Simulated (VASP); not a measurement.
# Al2H (I4/mcm) in VASP: notebook, part 2 of 2

VASP 6.6.1. Earlier steps stand in the parts before.

## 4. Relaxation of cell and atoms, PBE

INCAR

```
ALGO = Normal
EDIFF = 1E-7
EDIFFG = -0.04
ENCUT = 600
GGA = PE
IBRION = 2
ISIF = 3
ISMEAR = 0
LASPH = True
LCHARG = False
LREAL = False
LWAVE = False
NELM = 100
NSW = 90
PREC = Accurate
SIGMA = 0.1
```

KPOINTS

```
k-points
0
Gamma
  6 6 6
```

POSCAR

```
Al2H
1.0
   -2.7078600700      2.7078600700      2.3071279500
    2.7078600700     -2.7078600700      2.3071279500
    2.7078600700      2.7078600700     -2.3071279500
Al H
4 2
Direct
    0.6692000000      0.1692000000      0.8384000100
    0.1692000000      0.3308000000      0.5000000000
    0.3308000000      0.8308000000      0.1615999900
    0.8308000000      0.6692000000      0.5000000000
    0.2500000000      0.2500000000      0.0000000000
    0.7500000000      0.7500000000      0.0000000000
```

Potentials or basis: VASP PAW PBE potentials, release 64 (Al, H).

Started as:

```
$ cat potpaw_PBE.64/Al/POTCAR potpaw_PBE.64/H/POTCAR > POTCAR
$ mpirun -np 1 vasp_std > vasp.out
```

OUTCAR:

```text
EDIFF = 1E-7
   EDIFFG = -0.04
   ENCUT = 600
   GGA = PE
   IBRION = 2
   ISIF = 3
   ISMEAR = 0
   LASPH = True
   LREAL = False
   NELM = 100
   NSW = 90
   PREC = Accurate

 ion  position               nearest neighbor table
   1  0.669  0.169  0.838-   3 2.59   3 2.62   3 2.62   2 2.85   4 2.85   4 2.85   2 2.85   2 2.95
                             4 2.95   2 2.95   4 2.95
   2  0.169  0.331  0.500-   4 2.59   4 2.62   4 2.62   1 2.85   3 2.85   3 2.85   1 2.85   3 2.95
                             1 2.95   1 2.95   3 2.95
   3  0.331  0.831  0.162-   1 2.59   1 2.62   1 2.62   2 2.85   4 2.85   4 2.85   2 2.85   2 2.95
                             4 2.95   4 2.95   2 2.95
   4  0.831  0.669  0.500-   2 2.59   2 2.62   2 2.62   3 2.85   1 2.85   1 2.85   3 2.85   1 2.95
                             3 2.95   3 2.95   1 2.95
   5  0.250  0.250  0.000-
   6  0.750  0.750  0.000-

  LATTYP: Found a body centered tetragonal cell.
 ALAT       =     5.4157201400
 C/A-ratio  =     0.8520115111

  Lattice vectors:

 A1 = (  -2.7078600700,   2.7078600700,   2.3071279500)
 A2 = (   2.7078600700,  -2.7078600700,   2.3071279500)
 A3 = (   2.7078600700,   2.7078600700,  -2.3071279500)

Analysis of symmetry for initial positions (statically):
=====================================================================
 Subroutine PRICEL returns:
 Original cell was already a primitive cell.

 Routine SETGRP: Setting up the symmetry group for a
 body centered tetragonal supercell.

 Subroutine GETGRP returns: Found 16 space group operations
 (whereof  8 operations were pure point group operations)
 out of a pool of 16 trial point group operations.

The static configuration has the point symmetry C_4h.
 The point group associated with its full space group is D_4h.

Analysis of symmetry for dynamics (positions and initial velocities):
=====================================================================
 Subroutine PRICEL returns:
 Original cell was already a primitive cell.

 Routine SETGRP: Setting up the symmetry group for a
 body centered tetragonal supercell.

 Subroutine GETGRP returns: Found 16 space group operations
 (whereof  8 operations were pure point group operations)
 out of a pool of 16 trial point group operations.

The dynamic configuration has the point symmetry C_4h.
 The point group associated with its full space group is D_4h.

 Subroutine INISYM returns: Found 16 space group operations
 (whereof  8 operations are pure point group operations),
 and found     1 'primitive' translations

----------------------------------------------------------------------------------------

                                     Primitive cell

  volume of cell :      67.6681

  direct lattice vectors                    reciprocal lattice vectors
    -2.707860070  2.707860070  2.307127950     0.000000000  0.184647651  0.216719667
     2.707860070 -2.707860070  2.307127950     0.184647651  0.000000000  0.216719667
     2.707860070  2.707860070 -2.307127950     0.184647651  0.184647651  0.000000000

  length of vectors
     4.470777527  4.470777527  4.470777527     0.284714188  0.284714188  0.261131212

  position of ions in fractional coordinates (direct lattice)
     0.669200000  0.169200000  0.838400010
     0.169200000  0.330800000  0.500000000
     0.330800000  0.830800000  0.161599990
[... 76 lines left out ...]
   ISTART =      0    job   : 0-new  1-cont  2-samecut
   ICHARG =      2    charge: 1-file 2-atom 10-const
   ISPIN  =      1    spin polarized calculation?
   LNONCOLLINEAR =      F non collinear calculations
   LSORBIT =      F    spin-orbit coupling
   LASPH  =      T    aspherical Exc in radial PAW
   ENCUT  =  600.0 eV  44.10 Ry    6.64 a.u.   8.93  8.93  8.93*2*pi/ulx,y,z
   NELM   =    100;   NELMIN=  2; NELMDL= -5     # of ELM steps
   EDIFF  = 0.1E-06   stopping-criterion for ELM
   LREAL  =      F    real-space projection
   EDIFFG = -.4E-01   stopping-criterion for IOM
   NSW    =     90    number of steps for IOM
   IBRION =      2    ionic relax: 0-MD 1-quasi-New 2-CG
   NFREE  =      1    steps in history (QN), initial steepest desc. (CG)
   ISIF   =      3    stress and relaxation
   ISYM   =      2    0-nonsym 1-usesym 2-fastsym
   POTIM  = 0.5000    time-step for ionic-motion
   TEBEG  =    0.0;   TEEND  =   0.0 temperature during run
   PSTRESS=    0.0 pullay stress
   NELECT =      14.0000    total number of electrons
   NUPDOWN=      -1.0000    fix difference up-down
   EMIN   =  10.00;   EMAX   =-10.00  energy-range for DOS
   EFERMI =   0.00;   METHOD = LEGACY
   ISMEAR =     0;   SIGMA  =   0.10  broadening in eV -4-tet -1-fermi 0-gaus
   EFERMI_NEDOS =   21; number of points for ismear=-14 and -15
   IALGO  =     38    algorithm
   IMIX   =      4    mixing-type and parameters
     AMIX     =   0.40;   BMIX     =  1.00
     AMIX_MAG =   1.60;   BMIX_MAG =  1.00
  volume/ion in A,a.u.               =      11.28        76.11
  Fermi-wavevector in a.u.,A,eV,Ry     =   0.968254  1.829735 12.755687  0.937517
  Thomas-Fermi vector in A             =   2.098208
   LORBIT       =      0    0 simple, 1 ext, 2 COOP (PROOUT), +10 PAW based schemes
   GGA     = PE    functional components
   LHFCALC =     F    Hartree Fock is set to
   AEXX    =    0.0000 exact exchange contribution
   IVDW    =     0    specifies the selected vdW correction
   LEPSILON=     F    determine dielectric tensor
   LRPA    =     F    only Hartree local field effects (RPA)
 conjugate gradient relaxation of ions
 non-spin polarized calculation
 Gauss-broadening in eV      SIGMA  =   0.10
  energy-cutoff  :      600.00
  volume of cell :       67.67
 maximum number of plane-waves:      2279
   NGX = 17   NGY = 17   NGZ = 17

--------------------------------------- Ionic step        1  -------------------------------------------

 number of electron      13.9999999 magnetization

 Free energy of the ion-electron system (eV)
  ---------------------------------------------------
  ext. energy  EPLUGINS =         0.00000000
  ---------------------------------------------------
  free energy    TOTEN  =       -19.68069798 eV

  energy without entropy =      -19.67481100  energy(sigma->0) =      -19.67775449

------------------------ aborting loop because EDIFF is reached ----------------------------------------

  FORCE on cell =-STRESS in cart. coord.  units (eV):
  Direction    XX          YY          ZZ          XY          YZ          ZX
  --------------------------------------------------------------------------------------
  -------------------------------------------------------------------------------------
  Total        2.3569446      2.3569446      2.2597688      0.0000000      0.0000000      0.0000000
  in kB       55.8053518     55.8053518     53.5045223      0.0000000      0.0000000      0.0000000
  external PRESSURE =      55.0384086 kB  Pullay stress =       0.0000000 kB
[... 67 lines left out ...]
--------------------------------------- Ionic step        3  -------------------------------------------

 number of electron      14.0000000 magnetization

 Free energy of the ion-electron system (eV)
  ---------------------------------------------------
  ext. energy  EPLUGINS =         0.00000000
  ---------------------------------------------------
  free energy    TOTEN  =       -19.75193262 eV

  energy without entropy =      -19.74590213  energy(sigma->0) =      -19.74891738

 E-fermi :   7.6726     XC(G=0): -10.2541

 val. band max:        7.6127196364   @ k =   0.5000   0.5000   0.1667
 cond. band min:       7.7049946597   @ k =  -0.3333   0.5000   0.3333
 fundamental gap:      0.0922750232
 Fermi energy:         7.6726381738

 k-point     1 :       0.0000    0.0000    0.0000
  band No.  band energies     occupation
      1      -4.1036      2.00000
      2       4.0782      2.00000
      3       4.4347      2.00000
      4       5.3357      2.00000
      5       5.6988      2.00000
      6       5.6988      2.00000
      7       6.8111      2.00000
      8       6.8111      2.00000
      9       7.1764      2.00000
     10       7.6067      1.64860
     11       8.2020      0.00000
[... 309 lines left out ...]
 k-point    24 :      -0.1667   -0.3333    0.1667
  band No.  band energies     occupation
      1      -2.3385      2.00000
      2       0.6392      2.00000
      3       2.0491      2.00000
      4       2.7964      2.00000
      5       3.9716      2.00000
      6       4.8164      2.00000
      7       6.0352      2.00000
      8       8.3270      0.00000
      9       8.9608      0.00000
     10      10.7802      0.00000
     11      12.5559      0.00000

 [... further k-points ...]

------------------------ aborting loop because EDIFF is reached ----------------------------------------

  FORCE on cell =-STRESS in cart. coord.  units (eV):
  Direction    XX          YY          ZZ          XY          YZ          ZX
  --------------------------------------------------------------------------------------
  -------------------------------------------------------------------------------------
  Total        0.0358621      0.0358621     -0.1152910      0.0000000      0.0000000      0.0000000
  in kB        0.7973449      0.7973449     -2.5633359      0.0000000      0.0000000      0.0000000
  external PRESSURE =      -0.3228820 kB  Pullay stress =       0.0000000 kB
[... 21 lines left out ...]
  FREE ENERGIE OF THE ION-ELECTRON SYSTEM (eV)
  ---------------------------------------------------
  free  energy   TOTEN  =       -19.7519326172 eV

  energy  without entropy=      -19.7459021330  energy(sigma->0) =      -19.74891738

 reached required accuracy - stopping structural energy minimisation
```

OSZICAR:

```text
N       E                     dE             d eps       ncg     rms          rms(c)
DAV:   1     0.126288919267E+02    0.12629E+02   -0.58345E+03   660   0.116E+03
DAV:   2    -0.186438661978E+02   -0.31273E+02   -0.29703E+02   826   0.123E+02
DAV:   3    -0.199314305742E+02   -0.12876E+01   -0.12303E+01   864   0.229E+01
[... 22 lines left out ...]
DAV:   2    -0.197519696227E+02    0.48869E-04   -0.10968E-04   796   0.846E-02    0.354E-02
DAV:   3    -0.197519390154E+02    0.30607E-04   -0.18073E-05   717   0.297E-02    0.150E-02
DAV:   4    -0.197519329508E+02    0.60646E-05   -0.22411E-06   722   0.107E-02    0.544E-03
DAV:   5    -0.197519326535E+02    0.29727E-06   -0.11428E-07   383   0.242E-03    0.247E-03
DAV:   6    -0.197519326172E+02    0.36309E-07   -0.43012E-08   333   0.177E-03
   3 F= -.19751933E+02 E0= -.19748917E+02  d E =-.712346E-01
```

It took 43 s on 1 thread of Intel Xeon 6975P-C, shared host; peak memory 0.21 GiB.

What came out:

- Free energy: -19.7519 eV
- Relaxed volume: 12.01 Å³/atom
- Relaxed cell: a = 4.566 Å, b = 4.566 Å, c = 4.566 Å, α = 105.42°, β = 105.42°, γ = 117.91°
- Space group after relaxing (to 0.05 Å): I4/mcm (No. 140)
- Energy gained by relaxing: 11.9 meV/atom
- Ionic steps: 3
- Pressure after relaxing: 0.0 GPa
- Band gap on the k mesh: zero (band 7 reaches 9.06 eV, above the bottom of band 8 at 6.58 eV)

Step by step:
```csv
step,energy change (eV),largest force (eV/Å),pressure (GPa),volume (Å³)
1,0.0000,0.0870,5.50,67.67
2,-0.0704,0.0088,0.54,71.53
3,-0.0712,0.0003,-0.03,72.06
```

Final structure:
```cif
data_structure
_symmetry_space_group_name_H-M 'P 1'
_symmetry_Int_Tables_number 1
_cell_length_a 4.5658
_cell_length_b 4.5658
_cell_length_c 4.5658
_cell_angle_alpha 105.424
_cell_angle_beta 105.424
_cell_angle_gamma 117.909
_cell_volume 72.06
loop_
_atom_site_label
_atom_site_type_symbol
_atom_site_fract_x
_atom_site_fract_y
_atom_site_fract_z
_atom_site_occupancy
Al1 Al 0.66858 0.16858 0.83716 1
Al2 Al 0.16858 0.33142 0.50000 1
Al3 Al 0.33142 0.83142 0.16284 1
Al4 Al 0.83142 0.66858 0.50000 1
H1 H 0.25000 0.25000 0.00000 1
H2 H 0.75000 0.75000 0.00000 1
```

## 5. Summary

| task | cell | cutoff (eV) | gap on the mesh (eV) | pressure (GPa) | largest force (eV/Å) |
| --- | --- | --- | --- | --- | --- |
| single point | a = 4.471 Å, angles 105.4, 105.4, 117.9°, 6 atoms | 520 | none | 5.5 | 0.09 |
| single point | a = 4.567 Å, angles 105.3, 105.3, 118.2°, 6 atoms | 520 | none | 0.0 | 0.02 |
| relaxation of cell and atoms | relaxed from a = 4.471 Å, angles 105.4, 105.4, 117.9°, 6 atoms | 600 | none | 0.0 | - |

Alike in all rows: level PBE; potentials or basis VASP PAW PBE potentials, release 64 (Al, H); no spin polarisation; k mesh 6 × 6 × 6; smearing gaussian 0.1 eV.

Absolute energies hang on the potentials; compare differences alone.
